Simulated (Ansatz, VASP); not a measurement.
**LiNbO3: VASP beside Ansatz**

```xyz
10
Lattice="2.5687 1.4830 4.6283 -2.5687 1.4830 4.6283 0.0000 -2.9661 4.6283" Properties=species:S:1:pos:R:3 pbc="T T T"
Li    0.0000    0.0000    3.9175
Li    0.0000    0.0000   10.8599
Nb    0.0000    0.0000    0.0018
Nb    0.0000    0.0000    6.9443
O    -0.6526   -1.4375    5.5055
O     1.5712    0.1536    5.5055
O    -0.9186    1.2839    5.5055
O    -1.6501   -0.1991    7.8197
O     0.6526    1.5286    7.8197
O     0.9975   -1.3294    7.8197
```

Alike in both runs: task single point; functional PBE; k mesh 6 × 6 × 6; occupations fermi-dirac, width 0.02 eV; no spin polarisation.

```csv
,VASP,Ansatz
version,VASP 6.6.1,Ansatz 0.2.0
potentials or method,"VASP PAW PBE potentials, release 64 (Li_sv, Nb_sv, O)","plane waves, PAW"
plane-wave cutoff (eV),520,420
valence electrons in the cell,68,68
```

Ansatz gave:

```
gap on the k mesh at the Fermi level (eV) : 3.62
rms of the force components (eV/Å)        : 0.057
```

Task: What did VASP give for the same quantities?

Result: gap on the k mesh at the Fermi level (eV): 3.61; rms of the force components (eV/Å): 0.058.

Atom by atom the forces differ by 0.009 eV/Å (rms over components).

Noted on VASP's run: the cutoff is short for stress, so the pressure is rough.
